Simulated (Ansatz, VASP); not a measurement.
Given: the input of a run of Ansatz 0.2.0 on GaN.

File input.yaml:

```yaml
crystal:
  lattice:
    - [3.18, 0.0, 0.0]
    - [-1.59, 2.753960784, 0.0]
    - [0.0, 0.0, 5.166]
  atoms:
    - { symbol: Ga, position: [0.6666666667, 0.3333333333, 0.5] }
    - { symbol: Ga, position: [0.3333333333, 0.6666666667, 0.0] }
    - { symbol: "N", position: [0.6666666667, 0.3333333333, 0.875] }
    - { symbol: "N", position: [0.3333333333, 0.6666666667, 0.375] }
kpoints:
  mp_grid: { grid: [7, 7, 4] }
scf:
  occupations: { method: fermi_dirac, width: 0.05 }
hamiltonian:
  xc: pbesol
  pseudopotentials: { kind: all_electron, lapw: { basis_error: 0.002 } }
output:
  forces: true
  stress: true
relax:
  f_tol: 0.02
  max_steps: 60
  cell: {}
```

Potentials or basis: all-electron LAPW, scalar-relativistic.

Launch:

```bash
$ ansatz run input.yaml --threads 2 --pin off --max-ram 6144MiB --backend cpu --events-out ev --progress --plain --runs-dir out
```

Question: Translate it to VASP 6.6.1. Potentials there: VASP PAW PBE potentials, release 64 (Ga_d, N).

Answer: As run (the cutoff follows the program's own potentials):

File INCAR:

```
SYSTEM = GaN
ALGO = Normal ; EDIFF = 1E-6
EDIFFG = -0.02 ; ENCUT = 600
GGA = PS ; IBRION = 2
ISIF = 3 ; ISMEAR = -1
LASPH = .TRUE. ; LCHARG = .FALSE.
LREAL = .FALSE. ; LWAVE = .FALSE.
NELM = 100 ; NSW = 80
PREC = Accurate ; SIGMA = 0.05
```

KPOINTS

```
k-points
0
G
  7 7 4
  0 0 0
```

POSCAR

```
GaN
1.0
    3.1800000000      0.0000000000      0.0000000000
   -1.5900000000      2.7539607840      0.0000000000
    0.0000000000      0.0000000000      5.1660000000
Ga N
2 2
Direct
    0.6666666667      0.3333333333      0.5000000000
    0.3333333333      0.6666666667      0.0000000000
    0.6666666667      0.3333333333      0.8750000000
    0.3333333333      0.6666666667      0.3750000000
```

Potentials or basis: VASP PAW PBE potentials, release 64 (Ga_d, N).

The run is started by

```bash
$ cat potpaw_PBE.64/Ga_d/POTCAR potpaw_PBE.64/N/POTCAR > POTCAR
$ mpirun -np 1 vasp_std > vasp.out
```

Both were run:

|  | VASP | Ansatz | Ansatz less VASP |
| --- | --- | --- | --- |
| relaxed volume (Å³/atom) | 11.35 | 11.37 | +0.020 |
| relaxed cell length with the largest relative difference (Å) | 3.180 | 3.183 | +0.0028 |

VASP's potentials were made for PBE, not for PBEsol. Ansatz ran all-electron here, and VASP with PAW potentials.

Noted on Ansatz's run: the k mesh is thin for a metal, which can move the energy by tens of meV per atom.
